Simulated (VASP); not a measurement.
# Al (Fmmm) in VASP: further runs, part 2 of 2

VASP 6.6.1. The steps go on from the part before.

## Step 3: Single point, r2SCAN (strain -0.0750 x Voigt [0, 0, 0, 0, 0, 1])

Contents of POSCAR:

```
Al
1.0
   -1.6541573972      1.6541573972      1.5943685756
    1.6541573972     -1.6541573972      1.5943685756
    1.5345797540      1.5345797540     -1.5943685756
Al
1
Direct
    0.0000000000      0.0000000000      0.0000000000
```

Contents of INCAR.step1:

```
PREC     = Accurate       # precision mode
ENCUT    = 520            # plane-wave cutoff, eV
ISMEAR   = 0              # smearing method
SIGMA    = 0.15           # smearing width, eV
LREAL    = F              # projectors in reciprocal space
LASPH    = T              # aspherical terms in the spheres
NELM     = 80             # most SCF steps
NBANDS   = 8              # bands
GGA      = PE             # functional
ALGO     = Normal         # electronic algorithm
EDIFF    = 1E-4           # SCF threshold, eV
LWAVE    = T              # write WAVECAR
LCHARG   = F              # write CHGCAR
```

Contents of INCAR.step2:

```
PREC     = Accurate       # precision mode
ENCUT    = 520            # plane-wave cutoff, eV
EDIFF    = 1E-7           # SCF threshold, eV
ISMEAR   = 0              # smearing method
SIGMA    = 0.15           # smearing width, eV
LREAL    = F              # projectors in reciprocal space
LASPH    = T              # aspherical terms in the spheres
NELM     = 80             # most SCF steps
ALGO     = Normal         # electronic algorithm
ISIF     = 2              # what is computed and relaxed
LWAVE    = F              # write WAVECAR
LCHARG   = F              # write CHGCAR
METAGGA  = R2SCAN         # meta-GGA
LMIXTAU  = T            
NBANDS   = 8              # bands
ISTART   = 1
```

Contents of KPOINTS:

```
Automatic mesh
0
Gamma
  26 26 26
```

Potentials or basis: VASP PAW PBE potentials, release 64 (Al).

The run is started by

```bash
$ cat potpaw_PBE.64/Al/POTCAR > POTCAR
$ cp INCAR.step1 INCAR
$ mpirun -np 1 vasp_std > vasp.out
$ cp INCAR.step2 INCAR
$ mpirun -np 1 vasp_std > vasp.out
```

OUTCAR:

```text
PREC = Accurate
   ENCUT = 520
   EDIFF = 1E-7
   ISMEAR = 0
   LREAL = F
   LASPH = T
   NELM = 80
   ISIF = 2
   METAGGA = R2SCAN
   ISTART = 1

 ion  position               nearest neighbor table
   1  0.000  0.000  0.000-

  LATTYP: Found a face centered orthorhombic cell.
 ALAT       =     3.1887371512
 B/A-ratio  =     1.3611805538
 C/A-ratio  =     1.4672465710

  Lattice vectors:

 A1 = (  -0.1195776432,   3.1887371512,   0.0000000000)
 A2 = (  -1.6541573972,   1.6541573972,   1.5943685756)
 A3 = (   1.5345797540,   1.5345797540,   1.5943685756)

Analysis of symmetry for initial positions (statically):
=====================================================================
 Subroutine PRICEL returns:
 Original cell was already a primitive cell.

 Routine SETGRP: Setting up the symmetry group for a
 face centered orthorhombic supercell.

 Subroutine GETGRP returns: Found  8 space group operations
 (whereof  8 operations were pure point group operations)
 out of a pool of  8 trial point group operations.

The static configuration has the point symmetry D_2h.

Analysis of symmetry for dynamics (positions and initial velocities):
=====================================================================
 Subroutine PRICEL returns:
 Original cell was already a primitive cell.

 Routine SETGRP: Setting up the symmetry group for a
 face centered orthorhombic supercell.

 Subroutine GETGRP returns: Found  8 space group operations
 (whereof  8 operations were pure point group operations)
 out of a pool of  8 trial point group operations.

The dynamic configuration has the point symmetry D_2h.

 Subroutine INISYM returns: Found  8 space group operations
 (whereof  8 operations are pure point group operations),
 and found     1 'primitive' translations

----------------------------------------------------------------------------------------

                                     Primitive cell

  volume of cell :      16.1888

  direct lattice vectors                    reciprocal lattice vectors
    -1.654157397  1.654157397  1.594368576     0.011776702  0.314045399  0.313603772
     1.654157397 -1.654157397  1.594368576     0.314045399  0.011776702  0.313603772
     1.534579754  1.534579754 -1.594368576     0.325822101  0.325822101  0.000000000

  length of vectors
     2.830986497  2.830986497  2.692931711     0.443971316  0.443971316  0.460782035

  position of ions in fractional coordinates (direct lattice)
     0.000000000  0.000000000  0.000000000

  ion indices of the primitive-cell ions
   primitive index   ion index
                 1           1

----------------------------------------------------------------------------------------

 KPOINTS: Automatic mesh

Automatic generation of k-mesh.
 Grid dimensions read from file:
 generate k-points for:   26   26   26

 Generating k-lattice:

  Cartesian coordinates                     Fractional coordinates (reciprocal lattice)
     0.000452950  0.012078669  0.012061684     0.038461538 -0.000000000  0.000000000
     0.012078669  0.000452950  0.012061684    -0.000000000  0.038461538  0.000000000
     0.012531619  0.012531619  0.000000000     0.000000000  0.000000000  0.038461538

  Length of vectors
     0.017075820  0.017075820  0.017722386

  Shift w.r.t. Gamma in fractional coordinates (k-lattice)
     0.000000000  0.000000000  0.000000000

 Subroutine IBZKPT returns following result:
 ===========================================

 Found   2471 irreducible k-points:

 Following reciprocal coordinates:
            Coordinates               Weight
  0.000000  0.000000  0.000000      1.000000
  0.038462 -0.000000 -0.000000      8.000000
  0.076923 -0.000000 -0.000000      8.000000
  0.115385  0.000000  0.000000      8.000000
  0.153846  0.000000  0.000000      8.000000
  0.192308  0.000000 -0.000000      8.000000
[... 16 lines left out ...]
  0.346154  0.038462 -0.000000      8.000000
  0.384615  0.038462 -0.000000      8.000000
 [... further k-points ...]
   k-points           NKPTS =   2471   k-points in BZ     NKDIM =   2471   number of bands    NBANDS=      8
   number of dos      NEDOS =    301   number of ions     NIONS =      1
   total plane-waves  NPLWV =  11520
   dimension x,y,z NGX =    24 NGY =   24 NGZ =   20
   dimension x,y,z NGXF=    48 NGYF=   48 NGZF=   40
   ions per type =               1
   NGX,Y,Z   is equivalent  to a cutoff of  14.09, 14.09, 12.35 a.u.
   NGXF,Y,Z  is equivalent  to a cutoff of  28.19, 28.19, 24.69 a.u.
 SYSTEM =  unknown system
   PREC   = accura    normal or accurate (medium, high low for compatibility)
   ISTART =      1    job   : 0-new  1-cont  2-samecut
   ICHARG =      0    charge: 1-file 2-atom 10-const
   ISPIN  =      1    spin polarized calculation?
   LNONCOLLINEAR =      F non collinear calculations
   LSORBIT =      F    spin-orbit coupling
   LASPH  =      T    aspherical Exc in radial PAW
   ENCUT  =  520.0 eV  38.22 Ry    6.18 a.u.   5.26  5.26  5.01*2*pi/ulx,y,z
   NELM   =     80;   NELMIN=  2; NELMDL=  0     # of ELM steps
   EDIFF  = 0.1E-06   stopping-criterion for ELM
   LREAL  =      F    real-space projection
   EDIFFG = 0.1E-05   stopping-criterion for IOM
   NSW    =      0    number of steps for IOM
   IBRION =     -1    ionic relax: 0-MD 1-quasi-New 2-CG
   NFREE  =      0    steps in history (QN), initial steepest desc. (CG)
   ISIF   =      2    stress and relaxation
   ISYM   =      2    0-nonsym 1-usesym 2-fastsym
   POTIM  = 0.5000    time-step for ionic-motion
   TEBEG  =    0.0;   TEEND  =   0.0 temperature during run
   PSTRESS=    0.0 pullay stress
   NELECT =       3.0000    total number of electrons
   NUPDOWN=      -1.0000    fix difference up-down
   EMIN   =  10.00;   EMAX   =-10.00  energy-range for DOS
   EFERMI =   0.00;   METHOD = LEGACY
   ISMEAR =     0;   SIGMA  =   0.15  broadening in eV -4-tet -1-fermi 0-gaus
   EFERMI_NEDOS =   21; number of points for ismear=-14 and -15
   IALGO  =     38    algorithm
   IMIX   =      4    mixing-type and parameters
     AMIX     =   0.40;   BMIX     =  1.00
     AMIX_MAG =   1.60;   BMIX_MAG =  1.00
  volume/ion in A,a.u.               =      16.19       109.25
  Fermi-wavevector in a.u.,A,eV,Ry     =   0.933348  1.763772 11.852557  0.871138
  Thomas-Fermi vector in A             =   2.060040
   LORBIT       =      0    0 simple, 1 ext, 2 COOP (PROOUT), +10 PAW based schemes
   METAGGA = R2SCAN    functional components
   LHFCALC =     F    Hartree Fock is set to
   AEXX    =    0.0000 exact exchange contribution
   IVDW    =     0    specifies the selected vdW correction
   LEPSILON=     F    determine dielectric tensor
   LRPA    =     F    only Hartree local field effects (RPA)
 non-spin polarized calculation
 Gauss-broadening in eV      SIGMA  =   0.15
  energy-cutoff  :      520.00
  volume of cell :       16.19
 maximum number of plane-waves:       452
 NGX is ok and might be reduce to    24
   NGX = 11   NGY = 11   NGZ =  9

 number of electron       3.0000000 magnetization

 Free energy of the ion-electron system (eV)
  ---------------------------------------------------
  ext. energy  EPLUGINS =         0.00000000
  ---------------------------------------------------
  free energy    TOTEN  =        -6.61118129 eV

  energy without entropy =       -6.60680453  energy(sigma->0) =       -6.60899291

 E-fermi :   8.2331     XC(G=0): -10.9916

 val. band max:        8.2303439734   @ k =  -0.2692  -0.3462   0.1538
 cond. band min:       8.2362164087   @ k =   0.2308   0.1154   0.2308
 fundamental gap:      0.0058724352
 Fermi energy:         8.2331105639

 k-point     1 :       0.0000    0.0000    0.0000
  band No.  band energies     occupation
      1      -3.7668      2.00000
      2      21.7066      0.00000
      3      21.8398      0.00000
      4      22.9856      0.00000
      5      23.0301      0.00000
      6      24.4743      0.00000
      7      25.0653      0.00000
      8      25.6953      0.00000
[... 243 lines left out ...]
 k-point    24 :       0.3846    0.0385   -0.0000
  band No.  band energies     occupation
      1       1.2687      2.00000
      2       6.9384      2.00000
      3      15.8673      0.00000
      4      17.8648      0.00000
      5      20.0163      0.00000
      6      21.3172      0.00000
      7      29.0644      0.00000
      8      30.6203      0.00000

 [... further k-points ...]

------------------------ aborting loop because EDIFF is reached ----------------------------------------

  FORCE on cell =-STRESS in cart. coord.  units (eV):
  Direction    XX          YY          ZZ          XY          YZ          ZX
  --------------------------------------------------------------------------------------
  -------------------------------------------------------------------------------------
  Total        0.0357128      0.0357128      0.0213662      0.4257522     -0.0000000      0.0000000
  in kB        3.5344330      3.5344330      2.1145740     42.1359143     -0.0000000      0.0000000
  external PRESSURE =       3.0611467 kB  Pullay stress =       0.0000000 kB

 VOLUME and BASIS-vectors are now :
 -----------------------------------------------------------------------------
  energy-cutoff  :      520.00
  volume of cell :       16.19
      direct lattice vectors                 reciprocal lattice vectors
    -1.654157397  1.654157397  1.594368576     0.011776702  0.314045399  0.313603772
     1.654157397 -1.654157397  1.594368576     0.314045399  0.011776702  0.313603772
     1.534579754  1.534579754 -1.594368576     0.325822101  0.325822101  0.000000000

 POSITION                                       TOTAL-FORCE (eV/Angst)
 -----------------------------------------------------------------------------------
      0.00000      0.00000      0.00000         0.000000      0.000000      0.000000
 -----------------------------------------------------------------------------------
    total drift:                                0.000000      0.000000     -0.000000

  FREE ENERGIE OF THE ION-ELECTRON SYSTEM (eV)
  ---------------------------------------------------
  free  energy   TOTEN  =        -6.6111812916 eV

  energy  without entropy=       -6.6068045277  energy(sigma->0) =       -6.60899291
```

Run time: 17 min. Hardware: 1 thread of Intel Xeon 8259CL, shared host; peak memory 0.37 GiB.

Results:

```yaml
Free_energy: -6.6112 eV
Pressure: 0.3 GPa
Band_gap_on_the_k_mesh: zero (an odd number of electrons rules out a gap without spin polarisation)
```

Caveat: the cell differs from its parent crystal (strain -0.0750 x Voigt [0, 0, 0, 0, 0, 1]); the PAW data sets were made with another functional, which shifts forces and pressure a little.

## Step 4: Single point, r2SCAN (strain +0.0375 x Voigt [0, 0, 0, 0, 0, 1])

Contents of POSCAR:

```
Al
1.0
   -1.5644741648      1.5644741648      1.5943685756
    1.5644741648     -1.5644741648      1.5943685756
    1.6242629864      1.6242629864     -1.5943685756
Al
1
Direct
    0.0000000000      0.0000000000      0.0000000000
```

Contents of INCAR.step1:

```
SYSTEM = Al
PREC = Accurate
ENCUT = 520
ISMEAR = 0
SIGMA = 0.15
LREAL = .FALSE.
LASPH = .TRUE.
NELM = 60
NBANDS = 8
GGA = PE
ALGO = Normal
EDIFF = 1E-4
LWAVE = .TRUE.
LCHARG = .FALSE.
```

Contents of INCAR.step2:

```
SYSTEM = Al
PREC = Accurate
ENCUT = 520
EDIFF = 1E-7
ISMEAR = 0
SIGMA = 0.15
LREAL = .FALSE.
LASPH = .TRUE.
NELM = 60
ALGO = Normal
ISIF = 2
LWAVE = .FALSE.
LCHARG = .TRUE.
METAGGA = R2SCAN
LMIXTAU = .TRUE.
LELF = .TRUE.
LVHAR = .TRUE.
NBANDS = 8
ISTART = 1
```

Contents of KPOINTS:

```
regular mesh
0
G
  26 26 26
  0 0 0
```

The run is started by

```bash
$ cat potpaw_PBE.64/Al/POTCAR > POTCAR
$ cp INCAR.step1 INCAR
$ mpirun -np 1 vasp_std > vasp.out
$ cp INCAR.step2 INCAR
$ mpirun -np 1 vasp_std > vasp.out
```

Run time: 20 min. Hardware: 1 thread of Intel Xeon 8259CL, shared host; peak memory 0.36 GiB.

The run converged. Its results:

- Free energy: -6.6232 eV
- Pressure: -0.2 GPa
- Band gap on the k mesh: zero (an odd number of electrons rules out a gap without spin polarisation)

Stress tensor (GPa, compression positive):
```
-0.16 -2.07  0.00
-2.07 -0.16  0.00
 0.00  0.00 -0.27
```

Levels at points of the mesh, in eV from the Fermi level:
| k point | band 1 | band 2 | band 3 | band 4 | band 5 | band 6 |
| --- | --- | --- | --- | --- | --- | --- |
| (0.00, 0.00, 0.00) | -12.00 | 13.86 | 13.94 | 14.43 | 15.56 | 16.20 |
| (0.50, 0.00, 0.00) | -4.79 | -4.03 | 8.66 | 8.80 | 10.94 | 12.49 |
| (0.50, 0.50, 0.00) | -4.60 | -3.66 | 8.57 | 8.61 | 10.56 | 12.02 |
| (0.00, 0.00, 0.50) | -4.98 | -4.40 | 8.81 | 9.35 | 10.96 | 12.81 |
| (0.50, 0.50, 0.50) | 1.85 | 2.02 | 2.23 | 2.93 | 2.95 | 6.70 |

Caveat: the cell differs from its parent crystal (strain +0.0375 x Voigt [0, 0, 0, 0, 0, 1]); the PAW data sets were made with another functional, which shifts forces and pressure a little.

## Step 5: Summary

| cell | gap on the mesh (eV) | pressure (GPa) |
| --- | --- | --- |
| a = 2.676, b = 2.676, c = 2.848 Å, angles 109.5, 109.5, 106.9°, 1 atom | none | 0.7 |
| a = 2.831, b = 2.831, c = 2.693 Å, angles 109.5, 109.5, 111.4°, 1 atom | none | 0.3 |
| a = 2.727, b = 2.727, c = 2.796 Å, angles 109.5, 109.5, 108.4°, 1 atom | none | -0.2 |

Alike in all rows: task single point; level r2SCAN; potentials or basis VASP PAW PBE potentials, release 64 (Al); no spin polarisation; k mesh 26 × 26 × 26; cutoff (eV) 520; smearing gaussian 0.15 eV.

Caveats: the PAW data sets were made with another functional, which shifts forces and pressure a little.

Total energies depend on the potentials used, so only differences within one code and one set of settings carry meaning.
